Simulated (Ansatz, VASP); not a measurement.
# Mg7Te in VASP and in Ansatz

```xyz
8
Lattice="3.1822 -5.5118 0.0059 3.1822 5.5118 0.0059 -0.0569 0.0000 5.3789" Properties=species:S:1:pos:R:3 pbc="T T T"
Mg    1.6039    2.7479    0.0037
Mg    3.1537   -3.6367    2.6954
Mg    3.1537    1.8363    2.6954
Mg    3.1822    0.0144    0.0059
Mg    4.7108   -0.9395    2.6995
Mg    1.5966   -0.9395    2.6912
Mg    4.7036    2.7479    5.3870
Te    3.1822    5.5110    0.0059
```

Change from the starting cell: the structure that the rattled cell fell into.

Alike in both runs: functional PBE; k mesh 6 × 6 × 6; occupations gaussian, width 0.1 eV; no spin polarisation.

Ansatz relaxed the structure, and its values are those at the end. VASP's run is a single point on that final structure, the one shown.

```csv
,VASP,Ansatz
version,VASP 6.6.1,Ansatz 0.2.0
potentials or method,"VASP PAW PBE potentials, release 64 (Mg, Te), cutoff 520 eV","scalar-relativistic, plane waves, PAW"
valence electrons in the cell,20,86
```

Ansatz gave:

| Item | Value |
| --- | --- |
| gap on the k mesh at the Fermi level (eV) | none |
| pressure (GPa) | 0.0 |

Task: Which values does VASP return?

Result: gap on the k mesh at the Fermi level (eV): none; pressure (GPa): -0.1.

A gap of «none» marks a metal or a gap that the smearing closes. VASP's potentials hold 20 valence electrons a cell and Ansatz's 86, so a difference there can come from the potentials and not from the codes.

Spin-orbit coupling is off throughout.
